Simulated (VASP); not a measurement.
Here is a VASP 6.6.1 calculation.

INCAR

```
SYSTEM = Fe
ALGO = Normal ; EDIFF = 1E-6
ENCUT = 520 ; GGA = PS
ISIF = 2 ; ISMEAR = 0
LASPH = .TRUE. ; LCHARG = .FALSE.
LREAL = .FALSE. ; LWAVE = .FALSE.
NBANDS = 15 ; NELM = 80
PREC = Accurate ; SIGMA = 0.15
```

File KPOINTS:

```
k-points
0
G
  24 24 12
  0 0 0
```

POSCAR

```
Fe
1.0
    2.4341575853      0.0000000000      0.0000000000
   -1.2170787927      2.1080423057      0.0000000000
    0.0000000000      0.0000000000      3.6882570912
Fe
2
Direct
    0.3333333333      0.6666666667      0.2500000000
    0.6666666667      0.3333333333      0.7500000000
```

Potentials or basis: VASP PAW PBE potentials, release 64 (Fe).

The run is started by

```sh
$ cat potpaw_PBE.64/Fe/POTCAR > POTCAR
$ mpirun -np 1 vasp_std > vasp.out
```

Predict the pressure.

13.4 GPa.

Estimate the band gap on the k mesh.

zero (bands 8 and 9 overlap by 2.12 eV).

Stress tensor (GPa, compression positive):
```
 5.86  0.00  0.00
 0.00  5.86  0.00
 0.00  0.00 28.36
```

Caveat: the cell differs from its parent crystal (strain -0.0400 x Voigt [0, 0, 1, 0, 0, 0]); the cell stands under pressure; the PAW data sets were made with another functional, which shifts forces and pressure a little; the run has no spin polarisation, though such a crystal can be magnetic. Spin polarisation is off, so any magnetic state and its effect on volume and gap are missing.
